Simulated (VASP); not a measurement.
Ni, 3 atoms in the cell. The structure is hexagonal, space group P6/mmm (No. 191). The conventional cell has a = 4.057 Å, b = 4.057 Å, c = 2.460 Å, α = 90.00°, β = 90.00°, γ = 120.00°. Ni (site symmetry 6/mmm) has 14 Ni at 2.46 to 2.65 Å within 3.2 Å. Ni (site symmetry -6m2) has 11 Ni at 2.34 to 2.65 Å within 3.1 Å. 

| Property | Result |
| --- | --- |
| Program | VASP 6.6.1 |
| Task | single point |
| Functional | BLYP |
| Potentials or basis | VASP PAW PBE potentials, release 64 (Ni) |
| Cutoff | 520 eV |
| k mesh | 10 × 10 × 14 |
| Occupations | fermi-dirac, width 0.05 eV |
| Spin | collinear spin, ferromagnetic start |
| Starting moments | [0.631, 0.678, 0.678] μB |
| Dipole correction | no |
| Further INCAR settings | ALGO = Normal; EDIFF = 1e-06; NBANDS = 26 |

Potentials or basis: VASP PAW PBE potentials, release 64 (Ni).

Command:

```console
$ cat potpaw_PBE.64/Ni/POTCAR > POTCAR
$ mpirun -np 1 vasp_std > vasp.out
```

Hardware: 1 thread of Oxide Virtual Turin-like Processor, on a shared host.

Question: How long does it take, and how much memory?

Answer: Run time: 3.5 min on 1 thread of Oxide Virtual Turin-like Processor, on a shared host, peak memory 0.22 GiB. Counts: scf iterations 16, k points 112.
